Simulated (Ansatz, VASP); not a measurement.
This is a calculation of Ti for Ansatz 0.2.0.

The input input.yaml:

```yaml
crystal:
  lattice:
    - [-1.6748386116, 1.6748386116, 1.57536]
    - [1.6748386116, -1.6748386116, 1.57536]
    - [1.6748386116, 1.6748386116, -1.57536]
  atoms:
    - { symbol: Ti, position: [0.0, 0.0, 0.0] }
kpoints:
  mp_grid: { grid: [11, 11, 11] }
scf:
  occupations: { method: fermi_dirac, width: 0.05 }
hamiltonian:
  xc: pbesol
  pseudopotentials: { kind: all_electron, lapw: { basis_error: 0.001 } }
output:
  forces: true
  stress: true
  eigenvalues: true
```

Potentials or basis: all-electron LAPW, scalar-relativistic.

Command:

```bash
$ ansatz run input.yaml --threads 1 --pin off --max-ram 3072MiB --backend cpu --events-out ev --progress --plain --runs-dir out
```

Task: Translate it to VASP 6.6.1. Potentials there: VASP PAW PBE potentials, release 64 (Ti_sv).

Result: As run (the cutoff follows the program's own potentials):

INCAR

```
SYSTEM = Ti
  ALGO = Fast
  EDIFF = 1E-6
  ENCUT = 520
  GGA = PS
  ISIF = 2
  ISMEAR = -1
  LASPH = .True.
  LCHARG = .False.
  LREAL = .False.
  LWAVE = .False.
  NBANDS = 12
  NELM = 80
  PREC = Accurate
  SIGMA = 0.05
```

KPOINTS

```
k-points
0
Gamma
  11 11 11
  0 0 0
```

Contents of POSCAR:

```
Ti
1.0
   -1.6748386116      1.6748386116      1.5753600000
    1.6748386116     -1.6748386116      1.5753600000
    1.6748386116      1.6748386116     -1.5753600000
Ti
1
Direct
    0.0000000000      0.0000000000      0.0000000000
```

Potentials or basis: VASP PAW PBE potentials, release 64 (Ti_sv).

The run is started by

```console
$ cat potpaw_PBE.64/Ti_sv/POTCAR > POTCAR
$ mpirun -np 1 vasp_std > vasp.out
```

Both were run:

|  | VASP | Ansatz | Ansatz less VASP |
| --- | --- | --- | --- |
| gap on the k mesh at the Fermi level (eV) | none | none | - |
| pressure (GPa) | -6.9 | -6.7 | +0.21 |
| traceless stress, the component that is largest in VASP (GPa) | -1.53 | -1.54 | -0.014 |

VASP's potentials were made for PBE, not for PBEsol. A gap of «none» marks a metal or a gap that the smearing closes. Ansatz ran all-electron here, and VASP with PAW potentials.
